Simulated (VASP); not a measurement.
Write the native input for VASP 6.6.1 that does the following.

```yaml
Task: relaxation of cell and atoms
Functional: PBE
Potentials_or_basis: VASP PAW PBE potentials, release 64 (Rb_sv, Re)
Cutoff: 600 eV
k_mesh: 12 × 12 × 8
Occupations: gaussian, width 0.1 eV
Spin: no spin polarisation
Dipole_correction: no
Further_INCAR_settings: ALGO = Fast; EDIFF = 1e-06; IBRION = 2; EDIFFG = -0.01; NSW = 100; ISIF = 3
```

The structure of RbRe2 lies in POSCAR:

```
RbRe2
1.0
    4.1134787378      0.0000000000      0.0000000000
   -2.0567393689      3.5623770849      0.0000000000
    0.0000000000      0.0000000000      6.2204810351
Rb Re
1 2
Direct
    0.0000000000      0.0000000000      0.0000000000
    0.3333333333      0.6666666667      0.5000000000
    0.6666666667      0.3333333333      0.5000000000
```

The input as run:

INCAR

```
SYSTEM = RbRe2
PREC = Accurate
ENCUT = 600
EDIFF = 1E-6
ISMEAR = 0
SIGMA = 0.1
LREAL = .FALSE.
LASPH = .TRUE.
NELM = 80
ALGO = Fast
ISIF = 3
LWAVE = .FALSE.
LCHARG = .FALSE.
GGA = PE
IBRION = 2
NSW = 100
EDIFFG = -0.01
```

KPOINTS

```
Automatic mesh
0
G
  12 12 8
  0 0 0
```

Potentials or basis: VASP PAW PBE potentials, release 64 (Rb_sv, Re).

Command:

```sh
$ cat potpaw_PBE.64/Rb_sv/POTCAR potpaw_PBE.64/Re/POTCAR > POTCAR
$ mpirun -np 1 vasp_std > vasp.out
```

Results of the run:

```
Relaxed volume                        : 30.31 Å³/atom
Relaxed cell                          : a = 4.088 Å, b = 4.088 Å, c = 6.281 Å, α = 90.00°, β = 90.00°, γ = 120.00°
Space group after relaxing (to 0.1 Å) : P6/mmm (No. 191)
Energy gained by relaxing             : 2.8 meV/atom
Ionic steps                           : 13
Pressure after relaxing               : 0.0 GPa
Band gap on the k mesh                : zero (an odd number of electrons rules out a gap without spin polarisation)
```

Caveat: spin-orbit coupling is left out, which moves the levels of the heavy elements.

It took 22 min on 1 thread of Intel(R) Xeon(R) 6975P-C (Granite Rapids), with other jobs on the host, peak memory 0.4 GiB.
